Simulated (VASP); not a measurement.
# Si (P6/mmm) in VASP: further runs

Runs on Si. Level: LDA. Tasks: single point.

Everything below comes from runs of VASP 6.6.1. Logs are shortened: lines on timing, memory, paths and dates and some standing lists are left out, and cuts for length are marked.

## (1) The cell of the first run

The structure is hexagonal, space group P6/mmm (No. 191). Conventional cell: a = 2.585 Å, b = 2.585 Å, c = 2.433 Å, α = 90.00°, β = 90.00°, γ = 120.00°. Within 3.2 Å of Si (site symmetry 6/mmm) lie 8 Si at 2.43 to 2.59 Å.

## (2) Single point, LDA

File INCAR:

```
SYSTEM = Si
  PREC = Accurate
  ENCUT = 500
  EDIFF = 1E-6
  ISMEAR = -1
  SIGMA = 0.05
  LREAL = .False.
  LASPH = .True.
  NELM = 120
  ALGO = Normal
  ISIF = 2
  LWAVE = .False.
  LCHARG = .False.
  NBANDS = 8
  GGA_COMPAT = .False.
```

File KPOINTS:

```
Automatic mesh
0
Gamma
  12 12 11
  0 0 0
```

File POSCAR:

```
Si
1.0
    2.5851257326      0.0000000000      0.0000000000
   -1.2925628663      2.2387845564      0.0000000000
    0.0000000000      0.0000000000      2.4330211905
Si
1
Direct
    0.0000000000      0.0000000000      0.0000000000
```

Potentials or basis: VASP PAW LDA potentials, release 64 (Si).

Command:

```
$ cat potpaw_LDA.64/Si/POTCAR > POTCAR
$ mpirun -np 1 vasp_std > vasp.out
```

OUTCAR:

```text
SYSTEM = Si
   PREC = Accurate
   ENCUT = 500
   EDIFF = 1E-6
   ISMEAR = -1
   LREAL = .False.
   LASPH = .True.
   NELM = 120
   ISIF = 2

 ion  position               nearest neighbor table
   1  0.000  0.000  0.000-

  LATTYP: Found a hexagonal cell.
 ALAT       =     2.5851257326
 C/A-ratio  =     0.9411616463

  Lattice vectors:

 A1 = (   2.5851257326,   0.0000000000,   0.0000000000)
 A2 = (  -1.2925628663,   2.2387845564,   0.0000000000)
 A3 = (   0.0000000000,   0.0000000000,   2.4330211905)

Analysis of symmetry for initial positions (statically):
=====================================================================
 Subroutine PRICEL returns:
 Original cell was already a primitive cell.

 Routine SETGRP: Setting up the symmetry group for a
 hexagonal supercell.

 Subroutine GETGRP returns: Found 24 space group operations
 (whereof 24 operations were pure point group operations)
 out of a pool of 24 trial point group operations.

The static configuration has the point symmetry D_6h.

Analysis of symmetry for dynamics (positions and initial velocities):
=====================================================================
 Subroutine PRICEL returns:
 Original cell was already a primitive cell.

 Routine SETGRP: Setting up the symmetry group for a
 hexagonal supercell.

 Subroutine GETGRP returns: Found 24 space group operations
 (whereof 24 operations were pure point group operations)
 out of a pool of 24 trial point group operations.

The dynamic configuration has the point symmetry D_6h.

 Subroutine INISYM returns: Found 24 space group operations
 (whereof 24 operations are pure point group operations),
 and found     1 'primitive' translations

----------------------------------------------------------------------------------------

                                     Primitive cell

  volume of cell :      14.0812

  direct lattice vectors                    reciprocal lattice vectors
     2.585125733  0.000000000  0.000000000     0.386828380  0.223335469  0.000000000
    -1.292562866  2.238784556  0.000000000     0.000000000  0.446670939  0.000000000
     0.000000000  0.000000000  2.433021190     0.000000000  0.000000000  0.411011628

  length of vectors
     2.585125733  2.585125733  2.433021190     0.446670939  0.446670939  0.411011628

  position of ions in fractional coordinates (direct lattice)
     0.000000000  0.000000000  0.000000000

  ion indices of the primitive-cell ions
   primitive index   ion index
                 1           1

----------------------------------------------------------------------------------------

 KPOINTS: Automatic mesh

Automatic generation of k-mesh.
 Grid dimensions read from file:
 generate k-points for:   12   12   11

 Generating k-lattice:

  Cartesian coordinates                     Fractional coordinates (reciprocal lattice)
     0.032235698  0.018611289  0.000000000     0.083333333  0.000000000  0.000000000
     0.000000000  0.037222578  0.000000000     0.000000000  0.083333333  0.000000000
     0.000000000  0.000000000  0.037364693     0.000000000  0.000000000  0.090909091

  Length of vectors
     0.037222578  0.037222578  0.037364693

  Shift w.r.t. Gamma in fractional coordinates (k-lattice)
     0.000000000  0.000000000  0.000000000

 Subroutine IBZKPT returns following result:
 ===========================================

 Found    114 irreducible k-points:

 Following reciprocal coordinates:
            Coordinates               Weight
  0.000000  0.000000  0.000000      1.000000
  0.083333 -0.000000  0.000000      6.000000
  0.166667  0.000000  0.000000      6.000000
  0.250000 -0.000000  0.000000      6.000000
  0.333333  0.000000  0.000000      6.000000
  0.416667  0.000000  0.000000      6.000000
[... 16 lines left out ...]
  0.250000 -0.000000  0.090909     12.000000
  0.333333  0.000000  0.090909     12.000000
 [... further k-points ...]
   k-points           NKPTS =    114   k-points in BZ     NKDIM =    114   number of bands    NBANDS=      8
   number of dos      NEDOS =    301   number of ions     NIONS =      1
   total plane-waves  NPLWV =   7200
   dimension x,y,z NGX =    20 NGY =   20 NGZ =   18
   dimension x,y,z NGXF=    40 NGYF=   40 NGZF=   36
   ions per type =               1
   NGX,Y,Z   is equivalent  to a cutoff of  12.86, 12.86, 12.30 a.u.
   NGXF,Y,Z  is equivalent  to a cutoff of  25.72, 25.72, 24.60 a.u.
 SYSTEM =  Si
   PREC   = accura    normal or accurate (medium, high low for compatibility)
   ISTART =      0    job   : 0-new  1-cont  2-samecut
   ICHARG =      2    charge: 1-file 2-atom 10-const
   ISPIN  =      1    spin polarized calculation?
   LNONCOLLINEAR =      F non collinear calculations
   LSORBIT =      F    spin-orbit coupling
   LASPH  =      T    aspherical Exc in radial PAW
   ENCUT  =  500.0 eV  36.75 Ry    6.06 a.u.   4.71  4.71  4.44*2*pi/ulx,y,z
   NELM   =    120;   NELMIN=  2; NELMDL= -5     # of ELM steps
   EDIFF  = 0.1E-05   stopping-criterion for ELM
   LREAL  =      F    real-space projection
[... 7 lines left out ...]
   TEBEG  =    0.0;   TEEND  =   0.0 temperature during run
   PSTRESS=    0.0 pullay stress
   NELECT =       4.0000    total number of electrons
   NUPDOWN=      -1.0000    fix difference up-down
   EMIN   =  10.00;   EMAX   =-10.00  energy-range for DOS
   EFERMI =   0.00;   METHOD = LEGACY
   ISMEAR =    -1;   SIGMA  =   0.05  broadening in eV -4-tet -1-fermi 0-gaus
   EFERMI_NEDOS =   21; number of points for ismear=-14 and -15
   IALGO  =     38    algorithm
   IMIX   =      4    mixing-type and parameters
     AMIX     =   0.40;   BMIX     =  1.00
     AMIX_MAG =   1.60;   BMIX_MAG =  1.00
  volume/ion in A,a.u.               =      14.08        95.02
  Fermi-wavevector in a.u.,A,eV,Ry     =   1.076172  2.033670 15.757525  1.158145
  Thomas-Fermi vector in A             =   2.212049
   LORBIT       =      0    0 simple, 1 ext, 2 COOP (PROOUT), +10 PAW based schemes
   GGA     = CA    functional components
   LHFCALC =     F    Hartree Fock is set to
   AEXX    =    0.0000 exact exchange contribution
   IVDW    =     0    specifies the selected vdW correction
   LEPSILON=     F    determine dielectric tensor
   LRPA    =     F    only Hartree local field effects (RPA)
 non-spin polarized calculation
  energy-cutoff  :      500.00
  volume of cell :       14.08
 maximum number of plane-waves:       381
 NGX is ok and might be reduce to    20
   NGX =  9   NGY =  9   NGZ =  9

 number of electron       4.0000001 magnetization

 Free energy of the ion-electron system (eV)
  ---------------------------------------------------
  ext. energy  EPLUGINS =         0.00000000
  ---------------------------------------------------
  free energy    TOTEN  =        -5.73844287 eV

  energy without entropy =       -5.73535994  energy(sigma->0) =       -5.73690140

 E-fermi :  10.1736     XC(G=0): -11.3133

 val. band max:       10.1112155857   @ k =   0.4167   0.0000   0.4545
 cond. band min:      10.1738835509   @ k =   0.3333   0.2500   0.4545
 fundamental gap:      0.0626679653
 Fermi energy:        10.1736348110

 k-point     1 :       0.0000    0.0000    0.0000
  band No.  band energies     occupation
      1      -4.2585      2.00000
      2      17.7608      0.00000
      3      18.4245      0.00000
      4      20.8711      0.00000
      5      20.8711      0.00000
      6      22.6114      0.00000
      7      22.6114      0.00000
      8      28.2135      0.00000

 k-point     2 :       0.0833   -0.0000    0.0000
  band No.  band energies     occupation
      1      -4.0584      2.00000
      2      16.9911      0.00000
      3      18.5911      0.00000
      4      19.6047      0.00000
      5      19.6660      0.00000
      6      22.7606      0.00000
      7      24.1595      0.00000
      8      30.1001      0.00000

 k-point     3 :       0.1667    0.0000    0.0000
  band No.  band energies     occupation
      1      -3.4596      2.00000
      2      14.3738      0.00000
      3      18.1972      0.00000
      4      18.5903      0.00000
      5      19.0895      0.00000
      6      22.9496      0.00000
      7      26.6497      0.00000
      8      32.0261      0.00000

 k-point     4 :       0.2500   -0.0000    0.0000
  band No.  band energies     occupation
      1      -2.4665      2.00000
      2      11.1868      0.00000
      3      17.0195      0.00000
      4      17.9051      0.00000
      5      19.9148      0.00000
      6      23.5961      0.00000
      7      29.4970      0.00000
      8      31.6000      0.00000

 k-point     5 :       0.3333    0.0000    0.0000
  band No.  band energies     occupation
      1      -1.0869      2.00000
      2       8.1168      2.00000
      3      16.1724      0.00000
      4      17.3149      0.00000
      5      21.0517      0.00000
      6      24.7643      0.00000
      7      29.1301      0.00000
      8      32.5736      0.00000

 k-point     6 :       0.4167    0.0000    0.0000
  band No.  band energies     occupation
      1       0.6640      2.00000
      2       5.3251      2.00000
      3      15.6631      0.00000
      4      16.9143      0.00000
      5      22.4364      0.00000
      6      26.3267      0.00000
      7      26.8956      0.00000
      8      30.9889      0.00000

 k-point     7 :       0.5000   -0.0000    0.0000
  band No.  band energies     occupation
      1       2.4788      2.00000
      2       3.1600      2.00000
      3      15.4932      0.00000
      4      16.7735      0.00000
      5      23.4731      0.00000
      6      25.5684      0.00000
      7      27.5917      0.00000
      8      29.5153      0.00000

 k-point     8 :       0.0833    0.0833    0.0000
  band No.  band energies     occupation
      1      -3.6590      2.00000
      2      15.5578      0.00000
      3      17.0873      0.00000
      4      18.9236      0.00000
      5      20.0078      0.00000
      6      23.2513      0.00000
      7      25.2770      0.00000
      8      32.0740      0.00000

 k-point     9 :       0.1667    0.0833    0.0000
  band No.  band energies     occupation
      1      -2.8630      2.00000
      2      12.8715      0.00000
      3      15.2169      0.00000
      4      19.5857      0.00000
      5      20.1340      0.00000
      6      23.6423      0.00000
      7      27.2500      0.00000
      8      32.7524      0.00000

 k-point    10 :       0.2500    0.0833    0.0000
  band No.  band energies     occupation
      1      -1.6764      2.00000
      2       9.7533      1.99955
      3      14.1253      0.00000
      4      19.9216      0.00000
      5      20.5681      0.00000
      6      24.3856      0.00000
      7      29.8981      0.00000
      8      30.3876      0.00000
[... 78 lines left out ...]
 k-point    18 :       0.3333    0.2500    0.0000
  band No.  band energies     occupation
      1       2.9525      2.00000
      2       5.3279      2.00000
      3       7.6384      2.00000
      4      23.9826      0.00000
      5      24.8806      0.00000
      6      27.0976      0.00000
      7      28.5786      0.00000
      8      29.4356      0.00000

 k-point    19 :       0.3333    0.3333    0.0000
  band No.  band energies     occupation
      1       4.5004      2.00000
      2       5.4411      2.00000
      3       5.4411      2.00000
      4      24.5305      0.00000
      5      25.9614      0.00000
      6      27.7704      0.00000
      7      27.7704      0.00000
      8      30.4520      0.00000

 k-point    20 :       0.0000    0.0000    0.0909
  band No.  band energies     occupation
      1      -4.0598      2.00000
      2      14.6422      0.00000
      3      21.0243      0.00000
      4      21.0243      0.00000
      5      21.4637      0.00000
      6      22.7702      0.00000
      7      22.7702      0.00000
      8      28.4087      0.00000

 k-point    21 :       0.0833   -0.0000    0.0909
  band No.  band energies     occupation
      1      -3.8599      2.00000
      2      14.6757      0.00000
      3      18.6984      0.00000
      4      19.8244      0.00000
      5      21.4961      0.00000
      6      23.3883      0.00000
      7      24.3112      0.00000
      8      30.2977      0.00000

 k-point    22 :       0.1667    0.0000    0.0909
  band No.  band energies     occupation
      1      -3.2617      2.00000
      2      14.0307      0.00000
      3      16.3861      0.00000
      4      18.3591      0.00000
      5      20.5722      0.00000
      6      24.4425      0.00000
      7      26.7919      0.00000
      8      31.3915      0.00000

 k-point    23 :       0.2500   -0.0000    0.0909
  band No.  band energies     occupation
      1      -2.2695      2.00000
      2      11.2996      0.00000
      3      16.3232      0.00000
      4      17.1836      0.00000
      5      19.8708      0.00000
      6      25.6025      0.00000
      7      29.5663      0.00000
      8      29.6214      0.00000

 k-point    24 :       0.3333    0.0000    0.0909
  band No.  band energies     occupation
      1      -0.8912      2.00000
      2       8.2846      2.00000
      3      16.3378      0.00000
      4      16.6312      0.00000
      5      19.8695      0.00000
      6      26.7794      0.00000
      7      27.2686      0.00000
      8      32.5830      0.00000

 [... further k-points ...]
[... 5 lines left out ...]
  --------------------------------------------------------------------------------------
  -------------------------------------------------------------------------------------
  Total        0.2163126      0.2163126      0.6655592      0.0000000     -0.0000000      0.0000000
  in kB       24.6123206     24.6123206     75.7281621      0.0000000     -0.0000000      0.0000000
  external PRESSURE =      41.6509344 kB  Pullay stress =       0.0000000 kB

 VOLUME and BASIS-vectors are now :
 -----------------------------------------------------------------------------
  energy-cutoff  :      500.00
  volume of cell :       14.08
      direct lattice vectors                 reciprocal lattice vectors
     2.585125733  0.000000000  0.000000000     0.386828380  0.223335469  0.000000000
    -1.292562866  2.238784556  0.000000000     0.000000000  0.446670939  0.000000000
     0.000000000  0.000000000  2.433021190     0.000000000  0.000000000  0.411011628

 POSITION                                       TOTAL-FORCE (eV/Angst)
 -----------------------------------------------------------------------------------
      0.00000      0.00000      0.00000        -0.000000      0.000000      0.000000
 -----------------------------------------------------------------------------------
    total drift:                                0.000000      0.000000      0.000000

  FREE ENERGIE OF THE ION-ELECTRON SYSTEM (eV)
  ---------------------------------------------------
  free  energy   TOTEN  =        -5.7384428682 eV

  energy  without entropy=       -5.7353599390  energy(sigma->0) =       -5.73690140
```

It took 5.5 s on 1 thread of Intel Xeon Platinum 8488C (Sapphire Rapids), shared host; peak memory 0.11 GiB.

Results:

```yaml
Free_energy: -5.7384 eV
Pressure: 4.2 GPa
Band_gap_on_the_k_mesh: zero (band 2 reaches 17.76 eV, above the bottom of band 3 at 5.44 eV)
```

## (3) Single point, LDA

This run uses another cell than the first one, of 14.37 Å³/atom, 1.021 times its volume.

File INCAR:

```
SYSTEM = Si
ALGO = Normal ; EDIFF = 1E-6
ENCUT = 500 ; GGA = CA
GGA_COMPAT = .False. ; ISIF = 2
ISMEAR = -1 ; LASPH = .True.
LCHARG = .False. ; LREAL = .False.
LWAVE = .False. ; NBANDS = 8
NELM = 120 ; PREC = Accurate
SIGMA = 0.05
```

File KPOINTS:

```
k-points
0
Gamma
  12 12 11
  0 0 0
```

File POSCAR:

```
Si
1.0
    2.6029547493      0.0000000000      0.0000000000
   -1.3014773747      2.2542249378      0.0000000000
    0.0000000000      0.0000000000      2.4498011772
Si
1
Direct
    0.0000000000      0.0000000000      0.0000000000
```

Potentials or basis: VASP PAW LDA potentials, release 64 (Si).

Command:

```
$ cat potpaw_LDA.64/Si/POTCAR > POTCAR
$ mpirun -np 1 vasp_std > vasp.out
```

Run time: 6.5 s. Hardware: 1 thread of Intel Xeon Platinum 8488C (Sapphire Rapids), shared host; peak memory 0.12 GiB.

Results (log left out):

- Free energy: -5.7436 eV
- Pressure: 1.5 GPa
- Band gap on the k mesh: zero (band 2 reaches 17.47 eV, above the bottom of band 3 at 5.27 eV)

Stress tensor (GPa, compression positive):
```
-0.07  0.00  0.00
 0.00 -0.07  0.00
 0.00  0.00  4.56
```

Levels at points of the mesh, in eV from the Fermi level:
| k point | band 1 | band 2 | band 3 | band 4 | band 5 | band 6 | band 7 |
| --- | --- | --- | --- | --- | --- | --- | --- |
| (0.00, 0.00, 0.00) | -14.24 | 7.58 | 8.11 | 10.48 | 10.48 | 12.36 | 12.36 |
| (0.50, 0.00, 0.00) | -7.64 | -6.88 | 5.23 | 6.59 | 13.02 | 15.28 | 17.16 |

(Continued in part 2 of 2.)
